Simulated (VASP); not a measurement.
# NaH (P6/mmm) in VASP: relaxation of cell and atoms with PBE

Aim: the relaxation of cell and atoms of NaH with PBE.

Everything below comes from runs of VASP 6.6.1. Logs are shortened: lines on timing, memory, paths and dates and some standing lists are left out, and cuts for length are marked.

## Step 1: The cell of the first run

Symmetry: P6/mmm, No. 191, hexagonal system. The conventional cell has a = 5.669 Å, b = 5.669 Å, c = 4.017 Å, α = 90.00°, β = 90.00°, γ = 120.00°. Within 2.7 Å of Na (site symmetry 6/mmm) lie 2 H at 2.01 Å. H (site symmetry 6/mmm) has 2 Na at 2.01 Å within 2.7 Å.

The cell was built from a structure type or drawn by symmetry, and may not be a known phase.

## Step 2: Relaxation of cell and atoms, PBE

Contents of INCAR:

```
SYSTEM = NaH
ALGO = Normal
EDIFF = 1E-6
EDIFFG = -0.01
ENCUT = 600
GGA = PE
IBRION = 2
ISIF = 3
ISMEAR = 0
LASPH = .TRUE.
LCHARG = .FALSE.
LREAL = .FALSE.
LWAVE = .FALSE.
NELM = 80
NSW = 100
PREC = Accurate
SIGMA = 0.02
```

Contents of KPOINTS:

```
k-points
0
G
  6 6 6
  0 0 0
```

Contents of POSCAR:

```
NaH
1.0
    5.6688408445      0.0000000000      0.0000000000
   -2.8344204222      4.9093601813      0.0000000000
    0.0000000000      0.0000000000      4.0170676343
Na H
1 1
Direct
    0.0000000000      0.0000000000      0.5000000000
    0.0000000000      0.0000000000      0.0000000000
```

Potentials or basis: VASP PAW PBE potentials, release 64 (Na_pv, H).

Command:

```console
cat potpaw_PBE.64/Na_pv/POTCAR potpaw_PBE.64/H/POTCAR > POTCAR
mpirun -np 1 vasp_std > vasp.out
```

OUTCAR:

```text
SYSTEM = NaH
   EDIFF = 1E-6
   EDIFFG = -0.01
   ENCUT = 600
   GGA = PE
   IBRION = 2
   ISIF = 3
   ISMEAR = 0
   LASPH = .TRUE.
   LREAL = .FALSE.
   NELM = 80
   NSW = 100
   PREC = Accurate

 ion  position               nearest neighbor table
   1  0.000  0.000  0.500-
   2  0.000  0.000  0.000-

  LATTYP: Found a hexagonal cell.
 ALAT       =     5.6688408445
 C/A-ratio  =     0.7086224053

  Lattice vectors:

 A1 = (   5.6688408445,   0.0000000000,   0.0000000000)
 A2 = (  -2.8344204222,   4.9093601813,   0.0000000000)
 A3 = (   0.0000000000,   0.0000000000,   4.0170676343)

Analysis of symmetry for initial positions (statically):
=====================================================================
 Subroutine PRICEL returns:
 Original cell was already a primitive cell.

 Routine SETGRP: Setting up the symmetry group for a
 hexagonal supercell.

 Subroutine GETGRP returns: Found 24 space group operations
 (whereof 24 operations were pure point group operations)
 out of a pool of 24 trial point group operations.

The static configuration has the point symmetry D_6h.

Analysis of symmetry for dynamics (positions and initial velocities):
=====================================================================
 Subroutine PRICEL returns:
 Original cell was already a primitive cell.

 Routine SETGRP: Setting up the symmetry group for a
 hexagonal supercell.

 Subroutine GETGRP returns: Found 24 space group operations
 (whereof 24 operations were pure point group operations)
 out of a pool of 24 trial point group operations.

The dynamic configuration has the point symmetry D_6h.

 Subroutine INISYM returns: Found 24 space group operations
 (whereof 24 operations are pure point group operations),
 and found     1 'primitive' translations

----------------------------------------------------------------------------------------

                                     Primitive cell

  volume of cell :     111.7965

  direct lattice vectors                    reciprocal lattice vectors
     5.668840845  0.000000000  0.000000000     0.176402906  0.101846265  0.000000000
    -2.834420422  4.909360181  0.000000000     0.000000000  0.203692531  0.000000000
     0.000000000  0.000000000  4.017067634     0.000000000  0.000000000  0.248937805

[... 85 lines left out ...]
   EDIFFG = -.1E-01   stopping-criterion for IOM
   NSW    =    100    number of steps for IOM
   IBRION =      2    ionic relax: 0-MD 1-quasi-New 2-CG
   NFREE  =      1    steps in history (QN), initial steepest desc. (CG)
   ISIF   =      3    stress and relaxation
   ISYM   =      2    0-nonsym 1-usesym 2-fastsym
   POTIM  = 0.5000    time-step for ionic-motion
   TEBEG  =    0.0;   TEEND  =   0.0 temperature during run
   PSTRESS=    0.0 pullay stress
   NELECT =       8.0000    total number of electrons
   NUPDOWN=      -1.0000    fix difference up-down
   EMIN   =  10.00;   EMAX   =-10.00  energy-range for DOS
   EFERMI =   0.00;   METHOD = LEGACY
   ISMEAR =     0;   SIGMA  =   0.02  broadening in eV -4-tet -1-fermi 0-gaus
   EFERMI_NEDOS =   21; number of points for ismear=-14 and -15
   IALGO  =     38    algorithm
   IMIX   =      4    mixing-type and parameters
     AMIX     =   0.40;   BMIX     =  1.00
     AMIX_MAG =   1.60;   BMIX_MAG =  1.00
  volume/ion in A,a.u.               =      55.90       377.22
  Fermi-wavevector in a.u.,A,eV,Ry     =   0.679666  1.284382  6.285151  0.461946
  Thomas-Fermi vector in A             =   1.757930
   LORBIT       =      0    0 simple, 1 ext, 2 COOP (PROOUT), +10 PAW based schemes
   GGA     = PE    functional components
   LHFCALC =     F    Hartree Fock is set to
   AEXX    =    0.0000 exact exchange contribution
   IVDW    =     0    specifies the selected vdW correction
   LEPSILON=     F    determine dielectric tensor
   LRPA    =     F    only Hartree local field effects (RPA)
 conjugate gradient relaxation of ions
 non-spin polarized calculation
 Gauss-broadening in eV      SIGMA  =   0.02
  energy-cutoff  :      600.00
  volume of cell :      111.80
 maximum number of plane-waves:      3766
 NGX is ok and might be reduce to    48
   NGX = 23   NGY = 23   NGZ = 17

 number of electron       8.0000002 magnetization

 Free energy of the ion-electron system (eV)
  ---------------------------------------------------
  ext. energy  EPLUGINS =         0.00000000
  ---------------------------------------------------
  free energy    TOTEN  =        -4.41523362 eV

  energy without entropy =       -4.41523362  energy(sigma->0) =       -4.41523362

 E-fermi :  -3.4707     XC(G=0):  -3.5568

 val. band max:       -3.6257148844   @ k =   0.3333   0.3333   0.5000
 cond. band min:      -0.2573824667   @ k =   0.5000  -0.0000   0.0000
 fundamental gap:      3.3683324177
 Fermi energy:        -3.4706603181

 k-point     1 :       0.0000    0.0000    0.0000
  band No.  band energies     occupation
      1     -26.3625      2.00000
      2     -26.3625      2.00000
      3     -26.1680      2.00000
      4      -4.6455      2.00000
      5       0.3694      0.00000
      6       2.9387      0.00000
      7       2.9389      0.00000
      8       4.4125      0.00000
[... 243 lines left out ...]
 k-point    24 :       0.3333   -0.0000    0.5000
  band No.  band energies     occupation
      1     -26.3618      2.00000
      2     -26.3617      2.00000
      3     -26.1854      2.00000
      4      -3.6723      2.00000
      5       0.6096      0.00000
      6       2.2189      0.00000
      7       2.8054      0.00000
      8       4.3292      0.00000

 [... further k-points ...]

------------------------ aborting loop because EDIFF is reached ----------------------------------------

  FORCE on cell =-STRESS in cart. coord.  units (eV):
  Direction    XX          YY          ZZ          XY          YZ          ZX
  --------------------------------------------------------------------------------------
  -------------------------------------------------------------------------------------
  Total        0.0145893      0.0145893      0.0163905      0.0000000     -0.0000000     -0.0000000
  in kB        0.2090822      0.2090822      0.2348956      0.0000000     -0.0000000     -0.0000000
  external PRESSURE =       0.2176866 kB  Pullay stress =       0.0000000 kB

 VOLUME and BASIS-vectors are now :
 -----------------------------------------------------------------------------
  energy-cutoff  :      600.00
  volume of cell :      111.80
      direct lattice vectors                 reciprocal lattice vectors
     5.668840845  0.000000000  0.000000000     0.176402906  0.101846265  0.000000000
    -2.834420422  4.909360181  0.000000000     0.000000000  0.203692531  0.000000000
     0.000000000  0.000000000  4.017067634     0.000000000  0.000000000  0.248937805

 POSITION                                       TOTAL-FORCE (eV/Angst)
 -----------------------------------------------------------------------------------
      0.00000      0.00000      2.00853        -0.000000      0.000000      0.000000
      0.00000      0.00000      0.00000         0.000000      0.000000      0.000000
 -----------------------------------------------------------------------------------
    total drift:                                0.000000      0.000000      0.000000

  FREE ENERGIE OF THE ION-ELECTRON SYSTEM (eV)
  ---------------------------------------------------
  free  energy   TOTEN  =        -4.4152336177 eV

  energy  without entropy=       -4.4152336177  energy(sigma->0) =       -4.41523362

 reached required accuracy - stopping structural energy minimisation
```

Run time: 38 s. Hardware: 1 thread of Intel Xeon 8259CL, shared host; peak memory 0.26 GiB.

What came out:

```yaml
Free_energy: -4.4152 eV
Pressure_after_relaxing: 0.0 GPa
Band_gap_on_the_k_mesh: 3.37 eV (least direct gap 3.73 eV)
```

Final structure:
```
Na H
1.0
     5.66884    0.00000    0.00000
    -2.83442    4.90936    0.00000
     0.00000    0.00000    4.01707
Na H
1 1
Direct
  0.00000 0.00000 0.50000
  0.00000 0.00000 0.00000
```

Caveat: the relaxation stopped at its first step, so nothing moved. A k mesh can miss the band edges.
